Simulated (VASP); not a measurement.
# MgI (Fd-3m) in VASP: a series of runs

MgI is run at these levels: PBE; tasks: single point, relaxation of cell and atoms.

Program: VASP 6.6.1. These are calculated values, not measurements. Logs are shortened: lines on timing, memory, paths and dates and some standing lists are left out, and cuts for length are marked.

## 1. The cell of the first run

Symmetry: Fd-3m, No. 227, cubic system. Conventional cell: a = 8.080 Å, b = 8.080 Å, c = 8.080 Å, α = 90.00°, β = 90.00°, γ = 90.00°. Within 4.6 Å of Mg (site symmetry -43m) lie 4 Mg at 3.50 Å and 10 I at 3.50 to 4.04 Å. Within 4.6 Å of I (site symmetry -43m) lie 10 Mg at 3.50 to 4.04 Å and 4 I at 3.50 Å.

The cell was generated, and may not be a known phase.

## 2. Single point, PBE

File INCAR:

```
SYSTEM = MgI
PREC = Accurate
ENCUT = 520
EDIFF = 1E-6
ISMEAR = 0
SIGMA = 0.1
LREAL = .FALSE.
LASPH = .TRUE.
NELM = 60
ALGO = Normal
ISIF = 2
LWAVE = .FALSE.
LCHARG = .FALSE.
GGA = PE
NBANDS = 17
```

File KPOINTS:

```
regular mesh
0
G
  10 10 10
  0 0 0
```

File POSCAR:

```
MgI
1.0
    0.0000000000      4.0398025398      4.0398025398
    4.0398025398      0.0000000000      4.0398025398
    4.0398025398      4.0398025398      0.0000000000
Mg I
2 2
Direct
    0.2500000000      0.2500000000      0.2500000000
    0.0000000000      0.0000000000      0.0000000000
    0.5000000000      0.5000000000      0.5000000000
    0.7500000000      0.7500000000      0.7500000000
```

Potentials or basis: VASP PAW PBE potentials, release 64 (Mg, I).

The run is started by

```console
cat potpaw_PBE.64/Mg/POTCAR potpaw_PBE.64/I/POTCAR > POTCAR
mpirun -np 1 vasp_std > vasp.out
```

OUTCAR:

```text
SYSTEM = MgI
   PREC = Accurate
   ENCUT = 520
   EDIFF = 1E-6
   ISMEAR = 0
   LREAL = .FALSE.
   LASPH = .TRUE.
   NELM = 60
   ISIF = 2
   GGA = PE

 ion  position               nearest neighbor table
   1  0.250  0.250  0.250-   2 3.50   2 3.50   2 3.50   2 3.50   3 3.50   3 3.50   3 3.50   3 3.50

   2  0.000  0.000  0.000-   4 3.50   4 3.50   4 3.50   1 3.50   4 3.50   1 3.50   1 3.50   1 3.50

   3  0.500  0.500  0.500-   1 3.50   1 3.50   1 3.50   1 3.50   4 3.50   4 3.50   4 3.50   4 3.50

   4  0.750  0.750  0.750-   3 3.50   3 3.50   3 3.50   2 3.50   3 3.50   2 3.50   2 3.50   2 3.50

  LATTYP: Found a face centered cubic cell.
 ALAT       =     8.0796050796

  Lattice vectors:

 A1 = (   0.0000000000,   4.0398025398,   4.0398025398)
 A2 = (   4.0398025398,   0.0000000000,   4.0398025398)
 A3 = (   4.0398025398,   4.0398025398,   0.0000000000)

Analysis of symmetry for initial positions (statically):
=====================================================================
 Subroutine PRICEL returns:
 Original cell was already a primitive cell.

 Routine SETGRP: Setting up the symmetry group for a
 face centered cubic supercell.

 Subroutine GETGRP returns: Found 48 space group operations
 (whereof 24 operations were pure point group operations)
 out of a pool of 48 trial point group operations.

The static configuration has the point symmetry T_d .
 The point group associated with its full space group is O_h .

Analysis of symmetry for dynamics (positions and initial velocities):
=====================================================================
 Subroutine PRICEL returns:
 Original cell was already a primitive cell.

 Routine SETGRP: Setting up the symmetry group for a
 face centered cubic supercell.

 Subroutine GETGRP returns: Found 48 space group operations
 (whereof 24 operations were pure point group operations)
 out of a pool of 48 trial point group operations.

The dynamic configuration has the point symmetry T_d .
 The point group associated with its full space group is O_h .

 Subroutine INISYM returns: Found 48 space group operations
 (whereof 24 operations are pure point group operations),
 and found     1 'primitive' translations

----------------------------------------------------------------------------------------

                                     Primitive cell

  volume of cell :     131.8592

  direct lattice vectors                    reciprocal lattice vectors
     0.000000000  4.039802540  4.039802540    -0.123768426  0.123768426  0.123768426
     4.039802540  0.000000000  4.039802540     0.123768426 -0.123768426  0.123768426
     4.039802540  4.039802540  0.000000000     0.123768426  0.123768426 -0.123768426

  length of vectors
     5.713143541  5.713143541  5.713143541     0.214373201  0.214373201  0.214373201

  position of ions in fractional coordinates (direct lattice)
     0.250000000  0.250000000  0.250000000
     0.000000000  0.000000000  0.000000000
     0.500000000  0.500000000  0.500000000
     0.750000000  0.750000000  0.750000000

  ion indices of the primitive-cell ions
   primitive index   ion index
                 1           1
                 2           2
                 3           3
                 4           4

----------------------------------------------------------------------------------------

 KPOINTS: regular mesh

Automatic generation of k-mesh.
 Grid dimensions read from file:
 generate k-points for:   10   10   10

 Generating k-lattice:

  Cartesian coordinates                     Fractional coordinates (reciprocal lattice)
    -0.012376843  0.012376843  0.012376843     0.100000000  0.000000000  0.000000000
     0.012376843 -0.012376843  0.012376843     0.000000000  0.100000000  0.000000000
     0.012376843  0.012376843 -0.012376843     0.000000000  0.000000000  0.100000000

  Length of vectors
     0.021437320  0.021437320  0.021437320

  Shift w.r.t. Gamma in fractional coordinates (k-lattice)
     0.000000000  0.000000000  0.000000000

 Subroutine IBZKPT returns following result:
 ===========================================

 Found     47 irreducible k-points:

 Following reciprocal coordinates:
            Coordinates               Weight
  0.000000  0.000000  0.000000      1.000000
  0.100000  0.000000  0.000000      8.000000
  0.200000  0.000000  0.000000      8.000000
  0.300000  0.000000  0.000000      8.000000
  0.400000  0.000000  0.000000      8.000000
  0.500000  0.000000  0.000000      4.000000
[... 16 lines left out ...]
  0.300000  0.300000  0.000000      6.000000
  0.400000  0.300000  0.000000     24.000000
 [... further k-points ...]
   k-points           NKPTS =     47   k-points in BZ     NKDIM =     47   number of bands    NBANDS=     17
   number of dos      NEDOS =    301   number of ions     NIONS =      4
   total plane-waves  NPLWV =  74088
   dimension x,y,z NGX =    42 NGY =   42 NGZ =   42
   dimension x,y,z NGXF=    84 NGYF=   84 NGZF=   84
   ions per type =               2   2
   NGX,Y,Z   is equivalent  to a cutoff of  12.22, 12.22, 12.22 a.u.
   NGXF,Y,Z  is equivalent  to a cutoff of  24.44, 24.44, 24.44 a.u.
 SYSTEM =  MgI
   PREC   = accura    normal or accurate (medium, high low for compatibility)
   ISTART =      0    job   : 0-new  1-cont  2-samecut
   ICHARG =      2    charge: 1-file 2-atom 10-const
   ISPIN  =      1    spin polarized calculation?
   LNONCOLLINEAR =      F non collinear calculations
   LSORBIT =      F    spin-orbit coupling
   LASPH  =      T    aspherical Exc in radial PAW
   ENCUT  =  520.0 eV  38.22 Ry    6.18 a.u.  10.62 10.62 10.62*2*pi/ulx,y,z
   NELM   =     60;   NELMIN=  2; NELMDL= -5     # of ELM steps
   EDIFF  = 0.1E-05   stopping-criterion for ELM
   LREAL  =      F    real-space projection
   EDIFFG = 0.1E-04   stopping-criterion for IOM
   NSW    =      0    number of steps for IOM
   IBRION =     -1    ionic relax: 0-MD 1-quasi-New 2-CG
   NFREE  =      0    steps in history (QN), initial steepest desc. (CG)
   ISIF   =      2    stress and relaxation
   ISYM   =      2    0-nonsym 1-usesym 2-fastsym
   POTIM  = 0.5000    time-step for ionic-motion
   TEBEG  =    0.0;   TEEND  =   0.0 temperature during run
   PSTRESS=    0.0 pullay stress
   NELECT =      18.0000    total number of electrons
   NUPDOWN=      -1.0000    fix difference up-down
   EMIN   =  10.00;   EMAX   =-10.00  energy-range for DOS
   EFERMI =   0.00;   METHOD = LEGACY
   ISMEAR =     0;   SIGMA  =   0.10  broadening in eV -4-tet -1-fermi 0-gaus
   EFERMI_NEDOS =   21; number of points for ismear=-14 and -15
   IALGO  =     38    algorithm
   IMIX   =      4    mixing-type and parameters
     AMIX     =   0.40;   BMIX     =  1.00
     AMIX_MAG =   1.60;   BMIX_MAG =  1.00
  volume/ion in A,a.u.               =      32.96       222.46
  Fermi-wavevector in a.u.,A,eV,Ry     =   0.842938  1.592921  9.667540  0.710544
  Thomas-Fermi vector in A             =   1.957725
   LORBIT       =      0    0 simple, 1 ext, 2 COOP (PROOUT), +10 PAW based schemes
   GGA     = PE    functional components
   LHFCALC =     F    Hartree Fock is set to
   AEXX    =    0.0000 exact exchange contribution
   IVDW    =     0    specifies the selected vdW correction
   LEPSILON=     F    determine dielectric tensor
   LRPA    =     F    only Hartree local field effects (RPA)
 non-spin polarized calculation
 Gauss-broadening in eV      SIGMA  =   0.10
  energy-cutoff  :      520.00
  volume of cell :      131.86
 maximum number of plane-waves:      3582
   NGX = 21   NGY = 21   NGZ = 21

 number of electron      17.9999999 magnetization

 Free energy of the ion-electron system (eV)
  ---------------------------------------------------
  ext. energy  EPLUGINS =         0.00000000
  ---------------------------------------------------
  free energy    TOTEN  =        -5.76158529 eV

  energy without entropy =       -5.74519099  energy(sigma->0) =       -5.75338814

 E-fermi :   3.6514     XC(G=0):  -8.3395

 val. band max:        3.6496618187   @ k =   0.5000   0.3000   0.1000
 cond. band min:       3.6726575901   @ k =   0.5000   0.1000   0.0000
 fundamental gap:      0.0229957714
 Fermi energy:         3.6513725598

 k-point     1 :       0.0000    0.0000    0.0000
  band No.  band energies     occupation
      1      -9.9628      2.00000
      2      -8.3047      2.00000
      3       0.0815      2.00000
      4       0.0815      2.00000
      5       0.0815      2.00000
      6       1.0000      2.00000
[... 9 lines left out ...]
     16       9.2906      0.00000
     17       9.2906      0.00000

 k-point     2 :       0.1000    0.0000    0.0000
  band No.  band energies     occupation
      1      -9.9356      2.00000
      2      -8.3405      2.00000
      3      -0.0944      2.00000
      4       0.0177      2.00000
      5       0.0177      2.00000
      6       0.6931      2.00000
[... 9 lines left out ...]
     16       8.8876      0.00000
     17       9.2180      0.00000

 k-point     3 :       0.2000    0.0000    0.0000
  band No.  band energies     occupation
      1      -9.8582      2.00000
      2      -8.4401      2.00000
      3      -0.5651      2.00000
      4      -0.1168      2.00000
      5      -0.1168      2.00000
      6       0.8721      2.00000
[... 9 lines left out ...]
     16       8.3356      0.00000
     17       8.9783      0.00000

 k-point     4 :       0.3000    0.0000    0.0000
  band No.  band energies     occupation
      1      -9.7454      2.00000
      2      -8.5799      2.00000
      3      -0.9919      2.00000
      4      -0.2459      2.00000
      5      -0.2459      2.00000
      6       1.3084      2.00000
[... 9 lines left out ...]
     16       9.2766      0.00000
     17       9.3183      0.00000
[... 343 lines left out ...]
      1      -9.7012      2.00000
      2      -8.6324      2.00000
      3      -1.1418      2.00000
      4      -0.2329      2.00000
      5      -0.1512      2.00000
      6       0.9390      2.00000
[... 9 lines left out ...]
     16       9.0002      0.00000
     17       9.9951      0.00000

 k-point    23 :       0.3000    0.3000    0.0000
  band No.  band energies     occupation
      1      -9.6519      2.00000
      2      -8.6906      2.00000
      3      -0.6640      2.00000
      4      -0.6640      2.00000
      5      -0.2539      2.00000
      6       0.1834      2.00000
[... 9 lines left out ...]
     16       8.5660      0.00000
     17       8.5660      0.00000

 k-point    24 :       0.4000    0.3000    0.0000
  band No.  band energies     occupation
      1      -9.5403      2.00000
      2      -8.8180      2.00000
      3      -0.9819      2.00000
      4      -0.7441      2.00000
      5      -0.0888      2.00000
      6       0.1948      2.00000
[... 9 lines left out ...]
     16       8.8355      0.00000
     17       9.0512      0.00000

 [... further k-points ...]

------------------------ aborting loop because EDIFF is reached ----------------------------------------

  FORCE on cell =-STRESS in cart. coord.  units (eV):
  Direction    XX          YY          ZZ          XY          YZ          ZX
  --------------------------------------------------------------------------------------
  -------------------------------------------------------------------------------------
  Total       -0.0498989     -0.0498989     -0.0498989      0.0000000      0.0000000      0.0000000
  in kB       -0.6063056     -0.6063056     -0.6063056      0.0000000      0.0000000      0.0000000
  external PRESSURE =      -0.6063056 kB  Pullay stress =       0.0000000 kB

 VOLUME and BASIS-vectors are now :
 -----------------------------------------------------------------------------
  energy-cutoff  :      520.00
  volume of cell :      131.86
      direct lattice vectors                 reciprocal lattice vectors
     0.000000000  4.039802540  4.039802540    -0.123768426  0.123768426  0.123768426
     4.039802540  0.000000000  4.039802540     0.123768426 -0.123768426  0.123768426
     4.039802540  4.039802540  0.000000000     0.123768426  0.123768426 -0.123768426

 POSITION                                       TOTAL-FORCE (eV/Angst)
 -----------------------------------------------------------------------------------
      2.01990      2.01990      2.01990         0.000000     -0.000000      0.000000
      0.00000      0.00000      0.00000         0.000000     -0.000000      0.000000
      4.03980      4.03980      4.03980        -0.000000      0.000000     -0.000000
      6.05970      6.05970      6.05970         0.000000      0.000000      0.000000
 -----------------------------------------------------------------------------------
    total drift:                               -0.000000     -0.000000     -0.000000

  FREE ENERGIE OF THE ION-ELECTRON SYSTEM (eV)
  ---------------------------------------------------
  free  energy   TOTEN  =        -5.7615852943 eV

  energy  without entropy=       -5.7451909928  energy(sigma->0) =       -5.75338814
```

Run time: 76 s. Hardware: 1 thread of Oxide Virtual Turin-like, shared host; peak memory 0.28 GiB.

What came out:

```
Free energy            : -5.7616 eV
Pressure               : -0.1 GPa
Band gap on the k mesh : zero (bands 9 and 10 overlap by 0.17 eV)
```

Levels at points of the mesh, in eV from the Fermi level:
| k point | band 5 | band 6 | band 7 | band 8 | band 9 | band 10 | band 11 | band 12 | band 13 | band 14 |
| --- | --- | --- | --- | --- | --- | --- | --- | --- | --- | --- |
| (0.00, 0.00, 0.00) | -3.57 | -2.65 | -2.48 | -2.48 | -2.48 | 1.88 | 1.88 | 1.88 | 2.56 | 3.58 |
| (0.50, 0.00, 0.00) | -4.01 | -1.97 | -1.97 | -1.57 | -0.61 | 0.05 | 1.81 | 1.81 | 4.20 | 4.27 |
| (0.50, 0.50, 0.00) | -3.84 | -3.84 | -1.04 | -1.04 | 0.05 | 0.05 | 2.72 | 2.72 | 4.36 | 4.36 |

Caveat: spin-orbit coupling is left out, which moves the levels of the heavy elements.

[end of part 1 of 2]

The gap in the log of VASP goes by the Fermi energy; the results here count the filled bands.